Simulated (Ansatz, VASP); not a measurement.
Mg4S in VASP and in Ansatz

INCAR

```
ALGO = Normal
EDIFF = 1E-7
EDIFFG = -0.08
ENCUT = 600
GGA = PE
GGA_COMPAT = F
IBRION = 2
ISIF = 3
ISMEAR = 0
LASPH = T
LCHARG = F
LREAL = F
LWAVE = F
NELM = 120
NELMIN = 4
NSW = 36
PREC = Accurate
SIGMA = 0.2
```

File KPOINTS:

```
k-points
0
Gamma
  4 4 4
```

File POSCAR:

```
Mg4S
1.0
   -3.1255391400      3.1255391400      3.1255391400
    3.1255391400     -3.1255391400      3.1255391400
    3.1255391400      3.1255391400     -3.1255391400
Mg S
4 1
Direct
    0.0000000000      0.0000000000      0.7463128600
    0.7463128600      0.0000000000      0.0000000000
    0.0000000000      0.7463128600      0.0000000000
    0.2536871400      0.2536871400      0.2536871400
    0.0000000000      0.0000000000      0.0000000000
```

Input for Ansatz:

```yaml
crystal:
  lattice:
    - [-3.12553914, 3.12553914, 3.12553914]
    - [3.12553914, -3.12553914, 3.12553914]
    - [3.12553914, 3.12553914, -3.12553914]
  atoms:
    - { symbol: Mg, position: [0.0, 0.0, 0.74631286] }
    - { symbol: Mg, position: [0.74631286, 0.0, 0.0] }
    - { symbol: Mg, position: [0.0, 0.74631286, 0.0] }
    - { symbol: Mg, position: [0.25368714, 0.25368714, 0.25368714] }
    - { symbol: S, position: [0.0, 0.0, 0.0] }
basis:
  ecutwfc: 420
kpoints:
  mp_grid: { grid: [4, 4, 4] }
hamiltonian:
  xc: pbe
scf:
  occupations: { method: gaussian, width: 0.2 }
  lower_state_search: "off"
output:
  forces: true
  stress: true
  eigenvalues: true
relax:
  adjacent_minimum: "off"
  f_tol: 0.08
  max_steps: 16
  cell: { stress_tol: 0.8 }
```

Change from the starting cell: species swapped into the H4C type (I-43m, No. 217).

Alike in both runs: task relaxation of cell and atoms; functional PBE; k mesh 4 × 4 × 4; occupations gaussian, width 0.2 eV; no spin polarisation.

|  | VASP | Ansatz |
| --- | --- | --- |
| version | VASP 6.6.1 | Ansatz 0.2.0 |
| potentials or method | VASP PAW PBE potentials, release 64 (Mg, S), cutoff 600 eV | scalar-relativistic, plane waves, PAW |
| valence electrons in the cell | 14 | 46 |

```csv
,VASP,Ansatz,Ansatz less VASP
"gap on the k mesh at the Fermi level, each at its own relaxed structure (eV)",none,none,-
relaxed volume (Å³/atom),24.21,24.19,-0.025
relaxed length of the cell vector where the two differ most in proportion (Å),5.398,5.396,-0.0018
```

A gap of «none» marks a metal or a gap that the smearing closes. VASP's potentials hold 14 valence electrons a cell and Ansatz's 46, so a difference there can come from the potentials and not from the codes.
